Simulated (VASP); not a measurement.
Input of a VASP 6.6.1 run:

Contents of POSCAR:

```
Mn
1.0
    0.0000000000      2.2564492569      2.2564492568
    3.1992143353      2.2564492569      2.2564492569
    3.1992143353      4.5128985138     -0.0000000001
Mn
2
Direct
    0.0000000000      0.0000000000      0.0000000000
    0.0000000000      0.0000000000      0.5000000000
```

Contents of INCAR.step1:

```
SYSTEM = Mn
ALGO = Normal
EDIFF = 1E-4
ENCUT = 520
GGA = PE
ISMEAR = 0
ISPIN = 2
LASPH = .TRUE.
LCHARG = .FALSE.
LMAXMIX = 4
LREAL = .FALSE.
LWAVE = .TRUE.
MAGMOM = 4.43 -4.43
NBANDS = 24
NELM = 150
PREC = Accurate
SIGMA = 0.05
```

File INCAR.step2:

```
SYSTEM = Mn
ALGO = Normal
EDIFF = 1E-6
ENCUT = 520
ISIF = 2
ISMEAR = 0
ISPIN = 2
ISTART = 1
LASPH = .TRUE.
LCHARG = .FALSE.
LMAXMIX = 4
LMIXTAU = .TRUE.
LORBIT = 11
LREAL = .FALSE.
LWAVE = .FALSE.
MAGMOM = 4.43 -4.43
METAGGA = R2SCAN
NBANDS = 24
NELM = 150
PREC = Accurate
SIGMA = 0.05
```

KPOINTS

```
k-points
0
G
  20 20 10
  0 0 0
```

Potentials or basis: VASP PAW PBE potentials, release 64 (Mn_pv).

The run is started by

```console
$ cat potpaw_PBE.64/Mn_pv/POTCAR > POTCAR
$ cp INCAR.step1 INCAR
$ mpirun -np 1 vasp_std > vasp.out
$ cp INCAR.step2 INCAR
$ mpirun -np 1 vasp_std > vasp.out
```

(1) What does it give for the net moment?

(2) Estimate the band gap on the k mesh.

(3) Estimate the pressure.

Answers

(1) 0.00 μB per cell.

(2) zero (filled and empty bands overlap).

(3) -5.7 GPa.

Caveat: the cell stands under tension; the antiferromagnetic order is the one typed at the start, and another may lie lower; the PAW data sets were made with another functional, which shifts forces and pressure a little.
